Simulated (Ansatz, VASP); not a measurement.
**Two plane-wave programs on H6Os**

File INCAR:

```
SYSTEM = H6Os
ALGO = Normal
EDIFF = 1E-6
EDIFFG = -0.01
ENCUT = 600
GGA = PE
IBRION = 2
ISIF = 3
ISMEAR = 0
ISPIN = 2
LASPH = .True.
LCHARG = .False.
LMAXMIX = 4
LORBIT = 11
LREAL = .False.
LWAVE = .False.
MAGMOM = 0 0 0 0 0 0 0.74
NELM = 150
NSW = 100
PREC = Accurate
SIGMA = 0.1
```

KPOINTS

```
k-points
0
Gamma
  12 12 12
  0 0 0
```

POSCAR

```
H6Os
1.0
    0.0000000000      2.8456003275      2.8456003275
    2.8456003275      0.0000000000      2.8456003275
    2.8456003275      2.8456003275      0.0000000000
H Os
6 1
Direct
    0.6987041670      0.3012958330      0.3012958330
    0.3012958330      0.6987041670      0.6987041670
    0.3012958330      0.6987041670      0.3012958330
    0.6987041670      0.3012958330      0.6987041670
    0.3012958330      0.3012958330      0.6987041670
    0.6987041670      0.6987041670      0.3012958330
    0.0000000000      0.0000000000      0.0000000000
```

Input for Ansatz:

```yaml
crystal:
  lattice:
    - [0.0, 2.8456003275, 2.8456003275]
    - [2.8456003275, 0.0, 2.8456003275]
    - [2.8456003275, 2.8456003275, 0.0]
  atoms:
    - { symbol: H, position: [0.698704167, 0.301295833, 0.301295833] }
    - { symbol: H, position: [0.301295833, 0.698704167, 0.698704167] }
    - { symbol: H, position: [0.301295833, 0.698704167, 0.301295833] }
    - { symbol: H, position: [0.698704167, 0.301295833, 0.698704167] }
    - { symbol: H, position: [0.301295833, 0.301295833, 0.698704167] }
    - { symbol: H, position: [0.698704167, 0.698704167, 0.301295833] }
    - { symbol: Os, position: [0.0, 0.0, 0.0], spin: 0.74 }
basis:
  ecutwfc: 420
kpoints:
  mp_grid: { grid: [12, 12, 12] }
hamiltonian:
  xc: pbe
scf:
  occupations: { method: gaussian, width: 0.1 }
output:
  forces: true
  stress: true
  eigenvalues: true
  populations: true
magnetization:
  spin_polarized: true
relax:
  adjacent_minimum: "off"
  f_tol: 0.01
  max_steps: 80
  cell: { stress_tol: 0.05 }
```

Change from the starting cell: ordered vacancies on the cation sites of rhenium trioxide (Fm-3m, No. 225).

Alike in both runs: task relaxation of cell and atoms; functional PBE; k mesh 12 × 12 × 12; occupations gaussian, width 0.1 eV; collinear spin.

```csv
,VASP,Ansatz
version,VASP 6.6.1,Ansatz 0.2.0
potentials or method,"VASP PAW PBE potentials, release 64 (H, Os), cutoff 600 eV","scalar-relativistic, plane waves, PAW"
valence electrons in the cell,14,22
```

VASP gave:

| Quantity | Value |
| --- | --- |
| gap on the k mesh at the Fermi level, each at its own relaxed structure (eV) | none |
| net moment per atom (μB) | 0.00 |
| size of the moment on the site where the two differ most (μB) | 0.00 |
| relaxed volume (Å³/atom) | 6.60 |
| relaxed cell length with the largest relative difference (Å) | 4.027 |

Problem. Which values does Ansatz return?

Solution. gap on the k mesh at the Fermi level, each at its own relaxed structure (eV): none; net moment per atom (μB): 0.26; size of the moment on the site where the two differ most (μB): 0.73; relaxed volume (Å³/atom): 6.89; relaxed cell length with the largest relative difference (Å): 4.085.

The net moments are unlike, so the other rows may belong to different states. Site moments also hang on the region over which each program counts them. A gap of «none» marks a metal or a gap that the smearing closes. VASP's potentials hold 14 valence electrons a cell and Ansatz's 22, so a difference there can come from the potentials and not from the codes.

Neither program's run includes spin-orbit coupling.
